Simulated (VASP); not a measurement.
Here is a VASP 6.6.1 calculation.

The input INCAR:

```
PREC     = Accurate       # precision mode
ENCUT    = 520            # plane-wave cutoff, eV
EDIFF    = 1E-6           # SCF threshold, eV
ISMEAR   = 0              # smearing method
SIGMA    = 0.15           # smearing width, eV
LREAL    = False          # projectors in reciprocal space
LASPH    = True           # aspherical terms in the spheres
NELM     = 80             # most SCF steps
ALGO     = Fast           # electronic algorithm
ISIF     = 2              # what is computed and relaxed
LWAVE    = False          # write WAVECAR
LCHARG   = True           # write CHGCAR
GGA      = PS             # functional
LELF     = True           # ELF
LVHAR    = True         
NBANDS   = 14             # bands
```

The input KPOINTS:

```
Automatic mesh
0
Gamma
  16 16 5
```

File POSCAR:

```
Al
1.0
   -1.6063180831      1.6063180831     -1.6063180831
   -1.6063180831     -1.6063180831      1.6063180831
   -0.6425272332      5.7827450994      7.0677995658
Al
4
Direct
    0.0000000000     -0.3500000000      0.8750000000
    0.5000000000      0.4500000000      0.1250000000
    0.0000000000     -0.1500000000      0.3750000000
    0.5000000000      0.2500000000      0.6250000000
```

Potentials or basis: VASP PAW PBE potentials, release 64 (Al).

The run is started by

```console
$ cat potpaw_PBE.64/Al/POTCAR > POTCAR
$ mpirun -np 1 vasp_std > vasp.out
```

(1) Estimate the band gap on the k mesh.

(2) What does it give for the largest force?

## Answers

(1) zero (bands 6 and 7 overlap by 6.73 eV).

(2) 0.421 eV/Å.

Caveat: the cell differs from its parent crystal (the part above a cut slid along it); the PAW data sets were made with another functional, which shifts forces and pressure a little.
